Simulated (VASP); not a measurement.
Li, 2 atoms in the cell. Symmetry: P6_3/mmc, No. 194, hexagonal system. The conventional cell has a = 3.111 Å, b = 3.111 Å, c = 5.093 Å, α = 90.00°, β = 90.00°, γ = 120.00°. Li (site symmetry -6m2) has 12 Li at 3.11 to 3.12 Å within 4.1 Å. 

```yaml
Program: VASP 6.6.1
Task: relaxation of cell and atoms
Functional: LDA
Potentials_or_basis: VASP PAW LDA potentials, release 64 (Li_sv)
Cutoff: 600 eV
k_mesh: 15 × 15 × 8
Occupations: gaussian, width 0.1 eV
Spin: no spin polarisation
Dipole_correction: no
Further_INCAR_settings: ALGO = Normal; EDIFF = 1e-06; IBRION = 2; EDIFFG = -0.005; NSW = 100; ISIF = 3
```

Potentials or basis: VASP PAW LDA potentials, release 64 (Li_sv).

The run is started by

```bash
$ cat potpaw_LDA.64/Li_sv/POTCAR > POTCAR
$ mpirun -np 1 vasp_std > vasp.out
```

Hardware: 1 thread of Intel(R) Xeon(R) 6975P-C (Granite Rapids) (shared host).

How long does it take, and how much memory?

Run time: 60 s on 1 thread of Intel(R) Xeon(R) 6975P-C (Granite Rapids) (shared host), peak memory 0.17 GiB. Counts: scf iterations 43, k points 135, ion steps 6.
